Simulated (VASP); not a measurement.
# BN in VASP: notebook

The runs below take BN through single point, with PBE+D3(BJ).

Everything below comes from runs of VASP 6.6.1. Logs are shortened: lines on timing, memory, paths and dates and some standing lists are left out, and cuts for length are marked.

## 1. The cell of the first run

The cell holds a slab with vacuum, 2 atoms: a = 2.545 Å, b = 2.545 Å, c = 26.000 Å, α = 90.00°, β = 90.00°, γ = 120.00°.

## 2. Single point, PBE+D3(BJ)

Contents of INCAR:

```
ALGO     = Normal         # electronic algorithm
DIPOL    = 0.5 0.5 0.500
EDIFF    = 1E-6           # SCF threshold, eV
ENCUT    = 520            # plane-wave cutoff, eV
GGA      = PE             # functional
IDIPOL   = 3            
ISIF     = 2              # what is computed and relaxed
ISMEAR   = 0              # smearing method
IVDW     = 12             # dispersion correction
LASPH    = True           # aspherical terms in the spheres
LCHARG   = True           # write CHGCAR
LDIPOL   = True         
LELF     = True           # ELF
LREAL    = False          # projectors in reciprocal space
LVACPOTAV= True         
LVHAR    = True         
LWAVE    = False          # write WAVECAR
NBANDS   = 11             # bands
NELM     = 80             # most SCF steps
PREC     = Accurate       # precision mode
SIGMA    = 0.02           # smearing width, eV
```

Contents of KPOINTS:

```
k-points
0
Gamma
  12 12 1
```

Contents of POSCAR:

```
BN
1.0
    2.5450000000      0.0000000000      0.0000000000
   -1.2725000000      2.2040346526      0.0000000000
    0.0000000000      0.0000000000     26.0000000000
B N
1 1
Direct
    0.0000000000      0.0000000000      0.5082500000
    0.6666666667      0.3333333333      0.4917500000
```

Potentials or basis: VASP PAW PBE potentials, release 64 (B, N).

The run is started by

```console
cat potpaw_PBE.64/B/POTCAR potpaw_PBE.64/N/POTCAR > POTCAR
mpirun -np 1 vasp_std > vasp.out
```

OUTCAR:

```text
EDIFF = 1E-6
   ENCUT = 520
   GGA = PE
   ISIF = 2
   ISMEAR = 0
   IVDW = 12
   LASPH = True
   LREAL = False
   NELM = 80
   PREC = Accurate
 IVDW          = 12

 ion  position               nearest neighbor table
   1  0.000  0.000  0.508-   2 1.53   2 1.53   2 1.53
   2  0.667  0.333  0.492-   1 1.53   1 1.53   1 1.53

  LATTYP: Found a hexagonal cell.
 ALAT       =     2.5450000000
 C/A-ratio  =    10.2161100196

  Lattice vectors:

 A1 = (   2.5450000000,   0.0000000000,   0.0000000000)
 A2 = (  -1.2725000000,   2.2040346526,   0.0000000000)
 A3 = (   0.0000000000,   0.0000000000,  26.0000000000)

Analysis of symmetry for initial positions (statically):
=====================================================================
 Subroutine PRICEL returns:
 Original cell was already a primitive cell.

 Routine SETGRP: Setting up the symmetry group for a
 hexagonal supercell.

 Subroutine GETGRP returns: Found  6 space group operations
 (whereof  6 operations were pure point group operations)
 out of a pool of 24 trial point group operations.

The static configuration has the point symmetry C_3v.

Analysis of symmetry for dynamics (positions and initial velocities):
=====================================================================
 Subroutine PRICEL returns:
 Original cell was already a primitive cell.

 Routine SETGRP: Setting up the symmetry group for a
 hexagonal supercell.

 Subroutine GETGRP returns: Found  6 space group operations
 (whereof  6 operations were pure point group operations)
 out of a pool of 24 trial point group operations.

The dynamic configuration has the point symmetry C_3v.

 Subroutine INISYM returns: Found  6 space group operations
 (whereof  6 operations are pure point group operations),
 and found     1 'primitive' translations

----------------------------------------------------------------------------------------

                                     Primitive cell

  volume of cell :     145.8410

  direct lattice vectors                    reciprocal lattice vectors
     2.545000000  0.000000000  0.000000000     0.392927308  0.226856687  0.000000000
    -1.272500000  2.204034653  0.000000000     0.000000000  0.453713375  0.000000000
     0.000000000  0.000000000 26.000000000     0.000000000  0.000000000  0.038461538

  length of vectors
     2.545000000  2.545000000 26.000000000     0.453713375  0.453713375  0.038461538

  position of ions in fractional coordinates (direct lattice)
     0.000000000  0.000000000  0.508250000
     0.666666667  0.333333333  0.491750000

  ion indices of the primitive-cell ions
   primitive index   ion index
                 1           1
                 2           2

----------------------------------------------------------------------------------------

 KPOINTS: k-points

Automatic generation of k-mesh.
 Grid dimensions read from file:
 generate k-points for:   12   12    1

 Generating k-lattice:

  Cartesian coordinates                     Fractional coordinates (reciprocal lattice)
     0.032743942  0.018904724  0.000000000     0.083333333  0.000000000  0.000000000
     0.000000000  0.037809448  0.000000000     0.000000000  0.083333333  0.000000000
     0.000000000  0.000000000  0.038461538     0.000000000  0.000000000  1.000000000

  Length of vectors
     0.037809448  0.037809448  0.038461538

  Shift w.r.t. Gamma in fractional coordinates (k-lattice)
     0.000000000  0.000000000  0.000000000

 Subroutine IBZKPT returns following result:
 ===========================================

 Found     19 irreducible k-points:

 Following reciprocal coordinates:
            Coordinates               Weight
  0.000000  0.000000  0.000000      1.000000
  0.083333  0.000000  0.000000      6.000000
  0.166667  0.000000  0.000000      6.000000
  0.250000  0.000000  0.000000      6.000000
  0.333333 -0.000000  0.000000      6.000000
  0.416667  0.000000  0.000000      6.000000
[... 11 lines left out ...]
  0.333333  0.250000  0.000000     12.000000
  0.333333  0.333333  0.000000      2.000000
   k-points           NKPTS =     19   k-points in BZ     NKDIM =     19   number of bands    NBANDS=     11
   number of dos      NEDOS =    301   number of ions     NIONS =      2
   total plane-waves  NPLWV =  78400
   dimension x,y,z NGX =    20 NGY =   20 NGZ =  196
   dimension x,y,z NGXF=    40 NGYF=   40 NGZF=  392
   ions per type =               1   1
   NGX,Y,Z   is equivalent  to a cutoff of  13.06, 13.06, 12.53 a.u.
   NGXF,Y,Z  is equivalent  to a cutoff of  26.13, 26.13, 25.06 a.u.
 SYSTEM =  unknown system
   PREC   = accura    normal or accurate (medium, high low for compatibility)
   ISTART =      0    job   : 0-new  1-cont  2-samecut
   ICHARG =      2    charge: 1-file 2-atom 10-const
   ISPIN  =      1    spin polarized calculation?
   LNONCOLLINEAR =      F non collinear calculations
   LSORBIT =      F    spin-orbit coupling
   LASPH  =      T    aspherical Exc in radial PAW
   ENCUT  =  520.0 eV  38.22 Ry    6.18 a.u.   4.73  4.73 48.34*2*pi/ulx,y,z
   NELM   =     80;   NELMIN=  2; NELMDL= -5     # of ELM steps
   EDIFF  = 0.1E-05   stopping-criterion for ELM
   LREAL  =      F    real-space projection
   EDIFFG = 0.1E-04   stopping-criterion for IOM
   NSW    =      0    number of steps for IOM
   IBRION =     -1    ionic relax: 0-MD 1-quasi-New 2-CG
   NFREE  =      0    steps in history (QN), initial steepest desc. (CG)
   ISIF   =      2    stress and relaxation
   ISYM   =      2    0-nonsym 1-usesym 2-fastsym
   POTIM  = 0.5000    time-step for ionic-motion
   TEBEG  =    0.0;   TEEND  =   0.0 temperature during run
   PSTRESS=    0.0 pullay stress
   NELECT =       8.0000    total number of electrons
   NUPDOWN=      -1.0000    fix difference up-down
   EMIN   =  10.00;   EMAX   =-10.00  energy-range for DOS
   EFERMI =   0.00;   METHOD = LEGACY
   ISMEAR =     0;   SIGMA  =   0.02  broadening in eV -4-tet -1-fermi 0-gaus
   EFERMI_NEDOS =   21; number of points for ismear=-14 and -15
   IALGO  =     38    algorithm
   IMIX   =      4    mixing-type and parameters
     AMIX     =   0.40;   BMIX     =  1.00
     AMIX_MAG =   1.60;   BMIX_MAG =  1.00
  volume/ion in A,a.u.               =      72.92       492.09
  Fermi-wavevector in a.u.,A,eV,Ry     =   0.622030  1.175467  5.264392  0.386922
  Thomas-Fermi vector in A             =   1.681743
   LORBIT       =      0    0 simple, 1 ext, 2 COOP (PROOUT), +10 PAW based schemes
   GGA     = PE    functional components
   LHFCALC =     F    Hartree Fock is set to
   AEXX    =    0.0000 exact exchange contribution
   IVDW    =    12    specifies the selected vdW correction
   LEPSILON=     F    determine dielectric tensor
   LRPA    =     F    only Hartree local field effects (RPA)
 non-spin polarized calculation
 Gauss-broadening in eV      SIGMA  =   0.02
  energy-cutoff  :      520.00
  volume of cell :      145.84
 maximum number of plane-waves:      3949
 NGX is ok and might be reduce to    20
   NGX =  9   NGY =  9   NGZ = 97

 number of electron       8.0000001 magnetization

 dipolmoment           0.000000      0.000000     -0.082980 electrons x Angstroem

 Free energy of the ion-electron system (eV)
  ---------------------------------------------------
  ext. energy  EPLUGINS =         0.00000000
  ---------------------------------------------------
  free energy    TOTEN  =       -16.24665395 eV

  energy without entropy =      -16.24665395  energy(sigma->0) =      -16.24665395

 E-fermi :  -4.9096     XC(G=0):  -1.7001

 val. band max:       -5.0798218090   @ k =   0.3333   0.3333   0.0000
 cond. band min:      -1.9858321046   @ k =   0.0000   0.0000   0.0000
 fundamental gap:      3.0939897044
 Fermi energy:        -4.9095897160

 k-point     1 :       0.0000    0.0000    0.0000
  band No.  band energies     occupation
      1     -21.8851      2.00000
      2      -9.8300      2.00000
      3      -5.1512      2.00000
      4      -5.1512      2.00000
      5      -1.9858      0.00000
      6      -0.1705      0.00000
      7       0.4214      0.00000
      8       1.4471      0.00000
      9       2.1622      0.00000
     10       2.8413      0.00000
     11       2.9399      0.00000

 k-point     2 :       0.0833    0.0000    0.0000
  band No.  band energies     occupation
      1     -21.7509      2.00000
      2      -9.6653      2.00000
      3      -5.7639      2.00000
      4      -5.3934      2.00000
      5      -1.8063      0.00000
      6       0.0401      0.00000
      7       0.6262      0.00000
      8       1.6542      0.00000
      9       2.3689      0.00000
     10       3.0314      0.00000
     11       3.1518      0.00000

 k-point     3 :       0.1667    0.0000    0.0000
  band No.  band energies     occupation
      1     -21.3556      2.00000
      2      -9.1841      2.00000
      3      -7.2538      2.00000
      4      -5.9836      2.00000
      5      -1.3534      0.00000
      6       0.6642      0.00000
      7       1.2264      0.00000
      8       2.2631      0.00000
      9       2.9795      0.00000
     10       3.5711      0.00000
     11       3.7864      0.00000

 k-point     4 :       0.2500    0.0000    0.0000
  band No.  band energies     occupation
      1     -20.7268      2.00000
      2      -9.1682      2.00000
      3      -8.3352      2.00000
      4      -6.6686      2.00000
      5      -0.8190      0.00000
      6       1.6745      0.00000
      7       2.1904      0.00000
      8       3.2235      0.00000
      9       3.8894      0.00000
     10       4.3378      0.00000
     11       4.8367      0.00000

 k-point     5 :       0.3333   -0.0000    0.0000
  band No.  band energies     occupation
      1     -19.9341      2.00000
      2     -10.9520      2.00000
      3      -7.3618      2.00000
      4      -7.2578      2.00000
      5      -0.6360      0.00000
      6       2.9077      0.00000
      7       3.4623      0.00000
      8       4.1011      0.00000
      9       4.7609      0.00000
     10       5.5014      0.00000
     11       5.8403      0.00000
[... 141 lines left out ...]
 k-point    16 :       0.4167    0.1667    0.0000
  band No.  band energies     occupation
      1     -18.5547      2.00000
      2     -12.6086      2.00000
      3      -9.3137      2.00000
      4      -5.5128      2.00000
      5      -1.3876      0.00000
      6       4.8785      0.00000
      7       7.4492      0.00000
      8       7.6272      0.00000
      9       8.2167      0.00000
     10       8.3554      0.00000
     11       8.5156      0.00000

 k-point    17 :       0.2500    0.2500    0.0000
  band No.  band energies     occupation
      1     -18.9176      2.00000
      2     -11.5970      2.00000
      3      -9.7869      2.00000
      4      -6.0329      2.00000
      5      -0.8770      0.00000
      6       4.7146      0.00000
      7       5.6982      0.00000
      8       6.1896      0.00000
      9       6.6796      0.00000
     10       7.3502      0.00000
     11       8.0666      0.00000

 k-point    18 :       0.3333    0.2500    0.0000
  band No.  band energies     occupation
      1     -18.4161      2.00000
      2     -12.0703      2.00000
      3     -10.4543      2.00000
      4      -5.3431      2.00000
      5      -1.2397      0.00000
      6       5.0465      0.00000
      7       7.0780      0.00000
      8       7.8728      0.00000
      9       8.4864      0.00000
     10       9.1938      0.00000
     11       9.3332      0.00000

 k-point    19 :       0.3333    0.3333    0.0000
  band No.  band energies     occupation
      1     -18.2277      2.00000
      2     -11.5266      2.00000
      3     -11.4812      2.00000
      4      -5.0798      2.00000
      5      -1.3064      0.00000
      6       4.8826      0.00000
      7       8.0114      0.00000
      8       9.2974      0.00000
      9       9.7479      0.00000
     10      10.1096      0.00000
     11      10.1567      0.00000

------------------------ aborting loop because EDIFF is reached ----------------------------------------

 Edisp (eV)   -0.14876

 E8    (eV) :    -0.0477

  FORCE on cell =-STRESS in cart. coord.  units (eV):
  Direction    XX          YY          ZZ          XY          YZ          ZX
  --------------------------------------------------------------------------------------
  -------------------------------------------------------------------------------------
  Total      -1.67078    -1.67078    -2.67061     0.00000     0.00000     0.00000
  in kB     -18.35485   -18.35485   -29.33877     0.00000     0.00000     0.00000
  external pressure =      -22.02 kB  Pullay stress =        0.00 kB

 VOLUME and BASIS-vectors are now :
 -----------------------------------------------------------------------------
  energy-cutoff  :      520.00
  volume of cell :      145.84
      direct lattice vectors                 reciprocal lattice vectors
     2.545000000  0.000000000  0.000000000     0.392927308  0.226856687  0.000000000
    -1.272500000  2.204034653  0.000000000     0.000000000  0.453713375  0.000000000
     0.000000000  0.000000000 26.000000000     0.000000000  0.000000000  0.038461538

 POSITION                                       TOTAL-FORCE (eV/Angst)
 -----------------------------------------------------------------------------------
      0.00000      0.00000     13.21450        -0.000000      0.000000     -6.195639
      1.27250      0.73468     12.78550         0.000000      0.000000      6.195639
 -----------------------------------------------------------------------------------
    total drift:                               -0.000000      0.000000     -0.000135

  FREE ENERGIE OF THE ION-ELECTRON SYSTEM (eV)
  ---------------------------------------------------
  free  energy   TOTEN  =       -16.3954100889 eV

  energy  without entropy=      -16.3954100889  energy(sigma->0) =      -16.39541009

 vacuum level on the upper side and lower side of the slab        -0.310         2.368
```

Run time: 36 s. Hardware: 1 thread of AMD EPYC 7R13 (Zen 3), shared host; peak memory 0.23 GiB.

What came out:

```
Free energy                : -16.3954 eV
Largest force              : 6.196 eV/Å
Band gap on the k mesh     : 3.09 eV (least direct gap 3.17 eV)
Dispersion energy per atom : -0.074 eV
```

Forces on the atoms (eV/Å):
```
B    0.000  0.000 -6.196
N    0.000  0.000  6.196
```

## 3. Single point, PBE+D3(BJ)

Contents of INCAR:

```
PREC     = Accurate       # precision mode
ENCUT    = 520            # plane-wave cutoff, eV
EDIFF    = 1E-6           # SCF threshold, eV
ISMEAR   = 0              # smearing method
SIGMA    = 0.02           # smearing width, eV
LREAL    = F              # projectors in reciprocal space
LASPH    = T              # aspherical terms in the spheres
NELM     = 80             # most SCF steps
ALGO     = Normal         # electronic algorithm
ISIF     = 2              # what is computed and relaxed
LWAVE    = F              # write WAVECAR
LCHARG   = T              # write CHGCAR
LDIPOL   = T            
IDIPOL   = 3            
DIPOL    = 0.5 0.5 0.500
GGA      = PE             # functional
IVDW     = 12             # dispersion correction
LELF     = T              # ELF
LVHAR    = T            
LVACPOTAV= T            
NBANDS   = 11             # bands
```

Contents of KPOINTS:

```
Automatic mesh
0
Gamma
  12 12 1
```

Contents of POSCAR:

```
BN
1.0
    2.5450000000      0.0000000000      0.0000000000
   -1.2725000000      2.2040346526      0.0000000000
    0.0000000000      0.0000000000     26.0000000000
B N
1 1
Direct
    0.0000000000      0.0000000000      0.5137307692
    0.6666666667      0.3333333333      0.4862692308
```

Potentials or basis: VASP PAW PBE potentials, release 64 (B, N).

The run is started by

```console
cat potpaw_PBE.64/B/POTCAR potpaw_PBE.64/N/POTCAR > POTCAR
mpirun -np 1 vasp_std > vasp.out
```

Wall time 37 s (1 thread of AMD EPYC 7R13 (Zen 3), shared host); peak memory 0.23 GiB.

It converged, with:

```yaml
Free_energy: -14.0817 eV
Largest_force: 9.856 eV/Å
Band_gap_on_the_k_mesh: 0.03 eV
Dispersion_energy_per_atom: -0.074 eV
```

Forces in eV/Å, atoms in the order of the input:
```
B    0.000  0.000 -9.856
N    0.000  0.000  9.856
```

Levels at points of the mesh, in eV from the valence-band top:
```
           k point  band 1  band 2  band 3  band 4  band 5  band 6  band 7  band 8
(0.00, 0.00, 0.00)  -17.52   -6.48    0.00    0.00    0.03    2.87    3.44    4.55
(0.50, 0.00, 0.00)  -14.23   -8.37   -2.51   -2.50    0.79    6.02    9.67   10.17
```

(Continued in part 2 of 2.)
